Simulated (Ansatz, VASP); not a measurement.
## Sb in VASP and in Ansatz

File INCAR:

```
SYSTEM = Sb
  ALGO = Normal
  EDIFF = 1E-7
  ENCUT = 520
  GGA = PS
  ISIF = 2
  ISMEAR = 0
  LASPH = .TRUE.
  LCHARG = .FALSE.
  LREAL = .FALSE.
  LWAVE = .FALSE.
  NBANDS = 12
  NELM = 60
  PREC = Accurate
  SIGMA = 0.15
```

KPOINTS

```
k-points
0
G
  12 12 12
  0 0 0
```

File POSCAR:

```
Sb
1.0
    2.1506003320      1.2416496806      3.6878400000
   -2.1506003320      1.2416496806      3.6878400000
    0.0000000000     -2.4832993611      3.6878400000
Sb
2
Direct
    0.2336400000      0.2336400000      0.2336400000
    0.7663600000      0.7663600000      0.7663600000
```

Input for Ansatz:

```yaml
crystal:
  lattice:
    - [2.150600332, 1.2416496806, 3.68784]
    - [-2.150600332, 1.2416496806, 3.68784]
    - [0.0, -2.4832993611, 3.68784]
  atoms:
    - { symbol: Sb, position: [0.23364, 0.23364, 0.23364] }
    - { symbol: Sb, position: [0.76636, 0.76636, 0.76636] }
basis:
  ecutwfc: 420
kpoints:
  mp_grid: { grid: [12, 12, 12] }
hamiltonian:
  xc: pbesol
scf:
  occupations: { method: gaussian, width: 0.15 }
output:
  forces: true
  stress: true
  eigenvalues: true
```

Change from the starting cell: strain +0.000 along x and y, -0.015 along z, atoms carried along.

Alike in both runs: task single point; functional PBEsol; k mesh 12 × 12 × 12; occupations gaussian, width 0.15 eV; no spin polarisation.

|  | VASP | Ansatz |
| --- | --- | --- |
| version | VASP 6.6.1 | Ansatz 0.2.0 |
| potentials or method | VASP PAW PBE potentials, release 64 (Sb), cutoff 520 eV | scalar-relativistic, plane waves, PAW |
| valence electrons in the cell | 10 | 30 |

|  | VASP | Ansatz | Ansatz less VASP |
| --- | --- | --- | --- |
| gap on the k mesh at the Fermi level (eV) | none | none | - |
| pressure (GPa) | 1.4 | 1.2 | -0.22 |
| traceless stress, the component that is largest in VASP (GPa) | -0.10 | -0.04 | +0.063 |
| rms of the force components (eV/Å) | 0.185 | 0.151 | -0.0339 |

VASP's potentials were made for PBE, not for PBEsol. Atom by atom the forces differ by 0.034 eV/Å (rms over components). A gap of «none» marks a metal or a gap that the smearing closes. VASP's potentials hold 10 valence electrons a cell and Ansatz's 30, so a difference there can come from the potentials and not from the codes.

Spin-orbit coupling is off throughout.
